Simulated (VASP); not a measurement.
# Ir (Fm-3m) in VASP: single point with PBEsol

Aim: the single point of Ir with PBEsol.

Everything below comes from runs of VASP 6.6.1. Logs are shortened: lines on timing, memory, paths and dates and some standing lists are left out, and cuts for length are marked.

## 1. The cell of the first run

Symmetry: Fm-3m, No. 225, cubic system. The conventional cell has a = 3.830 Å, b = 3.830 Å, c = 3.830 Å, α = 90.00°, β = 90.00°, γ = 90.00°. Within 3.6 Å of Ir (site symmetry m-3m) lie 12 Ir at 2.71 Å.

## 2. Single point, PBEsol

Input file INCAR:

```
SYSTEM = Ir
ALGO = Fast
EDIFF = 1E-6
ENCUT = 520
GGA = PS
ISIF = 2
ISMEAR = 0
LASPH = .TRUE.
LCHARG = .FALSE.
LREAL = .FALSE.
LWAVE = .FALSE.
NBANDS = 10
NELM = 80
PREC = Accurate
SIGMA = 0.1
```

Input file KPOINTS:

```
k-points
0
G
  48 48 48
  0 0 0
```

Input file POSCAR:

```
Ir
1.0
    0.0000000000      1.9151290311      1.9151290311
    1.9151290311      0.0000000000      1.9151290311
    1.9151290311      1.9151290311      0.0000000000
Ir
1
Direct
    0.0000000000      0.0000000000      0.0000000000
```

Potentials or basis: VASP PAW PBE potentials, release 64 (Ir).

Started as:

```bash
cat potpaw_PBE.64/Ir/POTCAR > POTCAR
mpirun -np 1 vasp_std > vasp.out
```

OUTCAR:

```text
SYSTEM = Ir
   EDIFF = 1E-6
   ENCUT = 520
   GGA = PS
   ISIF = 2
   ISMEAR = 0
   LASPH = .TRUE.
   LREAL = .FALSE.
   NELM = 80
   PREC = Accurate

 ion  position               nearest neighbor table
   1  0.000  0.000  0.000-

  LATTYP: Found a face centered cubic cell.
 ALAT       =     3.8302580622

  Lattice vectors:

 A1 = (   0.0000000000,   1.9151290311,   1.9151290311)
 A2 = (   1.9151290311,   0.0000000000,   1.9151290311)
 A3 = (   1.9151290311,   1.9151290311,   0.0000000000)

Analysis of symmetry for initial positions (statically):
=====================================================================
 Subroutine PRICEL returns:
 Original cell was already a primitive cell.

 Routine SETGRP: Setting up the symmetry group for a
 face centered cubic supercell.

 Subroutine GETGRP returns: Found 48 space group operations
 (whereof 48 operations were pure point group operations)
 out of a pool of 48 trial point group operations.

The static configuration has the point symmetry O_h .

Analysis of symmetry for dynamics (positions and initial velocities):
=====================================================================
 Subroutine PRICEL returns:
 Original cell was already a primitive cell.

 Routine SETGRP: Setting up the symmetry group for a
 face centered cubic supercell.

 Subroutine GETGRP returns: Found 48 space group operations
 (whereof 48 operations were pure point group operations)
 out of a pool of 48 trial point group operations.

The dynamic configuration has the point symmetry O_h .

 Subroutine INISYM returns: Found 48 space group operations
 (whereof 48 operations are pure point group operations),
 and found     1 'primitive' translations

----------------------------------------------------------------------------------------

                                     Primitive cell

  volume of cell :      14.0483

  direct lattice vectors                    reciprocal lattice vectors
     0.000000000  1.915129031  1.915129031    -0.261079014  0.261079014  0.261079014
     1.915129031  0.000000000  1.915129031     0.261079014 -0.261079014  0.261079014
     1.915129031  1.915129031  0.000000000     0.261079014  0.261079014 -0.261079014

  length of vectors
     2.708401449  2.708401449  2.708401449     0.452202118  0.452202118  0.452202118

  position of ions in fractional coordinates (direct lattice)
     0.000000000  0.000000000  0.000000000

  ion indices of the primitive-cell ions
   primitive index   ion index
                 1           1

----------------------------------------------------------------------------------------

 KPOINTS: k-points

Automatic generation of k-mesh.
 Grid dimensions read from file:
 generate k-points for:   48   48   48

 Generating k-lattice:

  Cartesian coordinates                     Fractional coordinates (reciprocal lattice)
    -0.005439146  0.005439146  0.005439146     0.020833333  0.000000000  0.000000000
     0.005439146 -0.005439146  0.005439146     0.000000000  0.020833333  0.000000000
     0.005439146  0.005439146 -0.005439146     0.000000000  0.000000000  0.020833333

  Length of vectors
     0.009420877  0.009420877  0.009420877

  Shift w.r.t. Gamma in fractional coordinates (k-lattice)
     0.000000000  0.000000000  0.000000000

 Subroutine IBZKPT returns following result:
 ===========================================

 Found   2769 irreducible k-points:

 Following reciprocal coordinates:
            Coordinates               Weight
  0.000000  0.000000  0.000000      1.000000
  0.020833  0.000000  0.000000      8.000000
  0.041667  0.000000  0.000000      8.000000
  0.062500  0.000000  0.000000      8.000000
  0.083333  0.000000  0.000000      8.000000
  0.104167  0.000000  0.000000      8.000000
[... 16 lines left out ...]
  0.458333  0.000000  0.000000      8.000000
  0.479167  0.000000  0.000000      8.000000
 [... further k-points ...]
   k-points           NKPTS =   2769   k-points in BZ     NKDIM =   2769   number of bands    NBANDS=     10
   number of dos      NEDOS =    301   number of ions     NIONS =      1
   total plane-waves  NPLWV =   8000
   dimension x,y,z NGX =    20 NGY =   20 NGZ =   20
   dimension x,y,z NGXF=    40 NGYF=   40 NGZF=   40
   ions per type =               1
   NGX,Y,Z   is equivalent  to a cutoff of  12.28, 12.28, 12.28 a.u.
   NGXF,Y,Z  is equivalent  to a cutoff of  24.55, 24.55, 24.55 a.u.
 SYSTEM =  Ir
   PREC   = accura    normal or accurate (medium, high low for compatibility)
   ISTART =      0    job   : 0-new  1-cont  2-samecut
   ICHARG =      2    charge: 1-file 2-atom 10-const
   ISPIN  =      1    spin polarized calculation?
   LNONCOLLINEAR =      F non collinear calculations
   LSORBIT =      F    spin-orbit coupling
   LASPH  =      T    aspherical Exc in radial PAW
   ENCUT  =  520.0 eV  38.22 Ry    6.18 a.u.   5.04  5.04  5.04*2*pi/ulx,y,z
   NELM   =     80;   NELMIN=  2; NELMDL= -5     # of ELM steps
   EDIFF  = 0.1E-05   stopping-criterion for ELM
   LREAL  =      F    real-space projection
   EDIFFG = 0.1E-04   stopping-criterion for IOM
   NSW    =      0    number of steps for IOM
   IBRION =     -1    ionic relax: 0-MD 1-quasi-New 2-CG
   NFREE  =      0    steps in history (QN), initial steepest desc. (CG)
   ISIF   =      2    stress and relaxation
   ISYM   =      2    0-nonsym 1-usesym 2-fastsym
   POTIM  = 0.5000    time-step for ionic-motion
   TEBEG  =    0.0;   TEEND  =   0.0 temperature during run
   PSTRESS=    0.0 pullay stress
   NELECT =       9.0000    total number of electrons
   NUPDOWN=      -1.0000    fix difference up-down
   EMIN   =  10.00;   EMAX   =-10.00  energy-range for DOS
   EFERMI =   0.00;   METHOD = LEGACY
   ISMEAR =     0;   SIGMA  =   0.10  broadening in eV -4-tet -1-fermi 0-gaus
   EFERMI_NEDOS =   21; number of points for ismear=-14 and -15
   IALGO  =     68    algorithm
   IMIX   =      4    mixing-type and parameters
     AMIX     =   0.40;   BMIX     =  1.00
     AMIX_MAG =   1.60;   BMIX_MAG =  1.00
  volume/ion in A,a.u.               =      14.05        94.80
  Fermi-wavevector in a.u.,A,eV,Ry     =   1.411284  2.666939 27.099015  1.991721
  Thomas-Fermi vector in A             =   2.533151
   LORBIT       =      0    0 simple, 1 ext, 2 COOP (PROOUT), +10 PAW based schemes
   GGA     = PS    functional components
   LHFCALC =     F    Hartree Fock is set to
   AEXX    =    0.0000 exact exchange contribution
   IVDW    =     0    specifies the selected vdW correction
   LEPSILON=     F    determine dielectric tensor
   LRPA    =     F    only Hartree local field effects (RPA)
 non-spin polarized calculation
 RMM-DIIS sequential band-by-band and
 Gauss-broadening in eV      SIGMA  =   0.10
  energy-cutoff  :      520.00
  volume of cell :       14.05
 maximum number of plane-waves:       391
   NGX =  9   NGY =  9   NGZ =  9

 number of electron       9.0000000 magnetization

 Free energy of the ion-electron system (eV)
  ---------------------------------------------------
  ext. energy  EPLUGINS =         0.00000000
  ---------------------------------------------------
  free energy    TOTEN  =        -9.82187620 eV

  energy without entropy =       -9.81758530  energy(sigma->0) =       -9.81973075

 E-fermi :  10.3522     XC(G=0): -14.1429

 val. band max:       10.3518975757   @ k =  -0.2917   0.3333   0.0833
 cond. band min:      10.3533113022   @ k =   0.3125   0.2292   0.0625
 fundamental gap:      0.0014137265
 Fermi energy:        10.3522089780

 k-point     1 :       0.0000    0.0000    0.0000
  band No.  band energies     occupation
      1      -0.8981      2.00000
      2       6.4231      2.00000
      3       6.4231      2.00000
      4       6.4231      2.00000
      5       9.1691      2.00000
      6       9.1691      2.00000
      7      24.6734      0.00000
      8      30.2890      0.00000
      9      30.2890      0.00000
     10      30.2890      0.00000

 k-point     2 :       0.0208    0.0000    0.0000
  band No.  band energies     occupation
      1      -0.8785      2.00000
      2       6.4122      2.00000
      3       6.4319      2.00000
      4       6.4319      2.00000
      5       9.1631      2.00000
      6       9.1631      2.00000
      7      24.7080      0.00000
      8      30.1661      0.00000
      9      30.3214      0.00000
     10      30.3214      0.00000

 k-point     3 :       0.0417    0.0000    0.0000
  band No.  band energies     occupation
      1      -0.8198      2.00000
      2       6.3800      2.00000
      3       6.4578      2.00000
      4       6.4578      2.00000
      5       9.1459      2.00000
      6       9.1459      2.00000
      7      24.8107      0.00000
      8      29.8351      0.00000
      9      30.4184      0.00000
     10      30.4184      0.00000

 k-point     4 :       0.0625    0.0000    0.0000
  band No.  band energies     occupation
      1      -0.7230      2.00000
      2       6.3287      2.00000
      3       6.4995      2.00000
      4       6.4995      2.00000
      5       9.1193      2.00000
      6       9.1193      2.00000
      7      24.9779      0.00000
      8      29.3701      0.00000
      9      30.5785      0.00000
     10      30.5785      0.00000

 k-point     5 :       0.0833    0.0000    0.0000
  band No.  band energies     occupation
      1      -0.5893      2.00000
      2       6.2614      2.00000
      3       6.5548      2.00000
      4       6.5548      2.00000
      5       9.0866      2.00000
      6       9.0866      2.00000
      7      25.2037      0.00000
      8      28.8331      0.00000
      9      30.7997      0.00000
     10      30.7997      0.00000

 k-point     6 :       0.1042    0.0000    0.0000
  band No.  band energies     occupation
      1      -0.4209      2.00000
      2       6.1825      2.00000
      3       6.6201      2.00000
      4       6.6201      2.00000
      5       9.0523      2.00000
      6       9.0523      2.00000
      7      25.4789      0.00000
      8      28.2631      0.00000
      9      31.0791      0.00000
     10      31.0791      0.00000

 k-point     7 :       0.1250    0.0000    0.0000
  band No.  band energies     occupation
      1      -0.2207      2.00000
      2       6.0974      2.00000
      3       6.6909      2.00000
      4       6.6909      2.00000
      5       9.0225      2.00000
      6       9.0225      2.00000
      7      25.7891      0.00000
      8      27.6844      0.00000
      9      31.4131      0.00000
     10      31.4131      0.00000

 k-point     8 :       0.1458    0.0000    0.0000
  band No.  band energies     occupation
      1       0.0074      2.00000
      2       6.0125      2.00000
      3       6.7609      2.00000
      4       6.7609      2.00000
      5       9.0045      2.00000
      6       9.0045      2.00000
      7      26.1056      0.00000
      8      27.1210      0.00000
      9      31.7969      0.00000
     10      31.7969      0.00000

 k-point     9 :       0.1667    0.0000    0.0000
  band No.  band energies     occupation
      1       0.2583      2.00000
      2       5.9354      2.00000
      3       6.8229      2.00000
      4       6.8229      2.00000
      5       9.0068      2.00000
      6       9.0068      2.00000
      7      26.2636      0.00000
      8      26.7208      0.00000
      9      32.2251      0.00000
     10      32.2251      0.00000
[... 118 lines left out ...]
 k-point    19 :       0.3750    0.0000    0.0000
  band No.  band energies     occupation
      1       2.1253      2.00000
      2       6.5210      2.00000
      3       6.5210      2.00000
      4       7.6046      2.00000
      5      10.5758      0.00157
      6      10.5758      0.00157
      7      20.3130      0.00000
      8      25.1530      0.00000
      9      31.8759      0.00000
     10      31.8759      0.00000

 k-point    20 :       0.3958    0.0000    0.0000
  band No.  band energies     occupation
      1       2.1472      2.00000
      2       6.4641      2.00000
      3       6.4641      2.00000
      4       8.0515      2.00000
      5      10.7722      0.00000
      6      10.7722      0.00000
      7      19.6519      0.00000
      8      24.8595      0.00000
      9      31.3851      0.00000
     10      31.3851      0.00000

 k-point    21 :       0.4167    0.0000    0.0000
  band No.  band energies     occupation
      1       2.1557      2.00000
      2       6.4151      2.00000
      3       6.4151      2.00000
      4       8.4928      2.00000
      5      10.9456      0.00000
      6      10.9456      0.00000
      7      19.0320      0.00000
      8      24.6205      0.00000
      9      30.9679      0.00000
     10      30.9679      0.00000

 k-point    22 :       0.4375    0.0000    0.0000
  band No.  band energies     occupation
      1       2.1567      2.00000
      2       6.3757      2.00000
      3       6.3757      2.00000
      4       8.8980      2.00000
      5      11.0889      0.00000
      6      11.0889      0.00000
      7      18.4855      0.00000
      8      24.4363      0.00000
      9      30.6334      0.00000
     10      30.6334      0.00000

 k-point    23 :       0.4583    0.0000    0.0000
  band No.  band energies     occupation
      1       2.1545      2.00000
      2       6.3467      2.00000
      3       6.3467      2.00000
      4       9.2310      2.00000
      5      11.1961      0.00000
      6      11.1962      0.00000
      7      18.0502      0.00000
      8      24.3059      0.00000
      9      30.3890      0.00000
     10      30.3890      0.00000

 k-point    24 :       0.4792    0.0000    0.0000
  band No.  band energies     occupation
      1       2.1521      2.00000
      2       6.3291      2.00000
      3       6.3291      2.00000
      4       9.4528      2.00000
      5      11.2625      0.00000
      6      11.2625      0.00000
      7      17.7663      0.00000
      8      24.2283      0.00000
      9      30.2400      0.00000
     10      30.2400      0.00000

 [... further k-points ...]
[... 5 lines left out ...]
  --------------------------------------------------------------------------------------
  -------------------------------------------------------------------------------------
  Total        0.0758040      0.0758040      0.0758040     -0.0000000      0.0000000      0.0000000
  in kB        8.6452699      8.6452699      8.6452699     -0.0000000      0.0000000      0.0000000
  external PRESSURE =       8.6452699 kB  Pullay stress =       0.0000000 kB

 VOLUME and BASIS-vectors are now :
 -----------------------------------------------------------------------------
  energy-cutoff  :      520.00
  volume of cell :       14.05
      direct lattice vectors                 reciprocal lattice vectors
     0.000000000  1.915129031  1.915129031    -0.261079014  0.261079014  0.261079014
     1.915129031  0.000000000  1.915129031     0.261079014 -0.261079014  0.261079014
     1.915129031  1.915129031  0.000000000     0.261079014  0.261079014 -0.261079014

 POSITION                                       TOTAL-FORCE (eV/Angst)
 -----------------------------------------------------------------------------------
      0.00000      0.00000      0.00000        -0.000000      0.000000      0.000000
 -----------------------------------------------------------------------------------
    total drift:                                0.000000      0.000000     -0.000000

  FREE ENERGIE OF THE ION-ELECTRON SYSTEM (eV)
  ---------------------------------------------------
  free  energy   TOTEN  =        -9.8218762006 eV

  energy  without entropy=       -9.8175853023  energy(sigma->0) =       -9.81973075
```

Wall time 8.3 min (1 thread of Intel Xeon 8259CL, shared host); peak memory 0.5 GiB.

Results:

```
Free energy            : -9.8219 eV
Pressure               : 0.9 GPa
Band gap on the k mesh : zero (an odd number of electrons rules out a gap without spin polarisation)
```

Caveat: the PAW data sets were made with another functional, which shifts forces and pressure a little; spin-orbit coupling is left out, which moves the levels of the heavy elements.
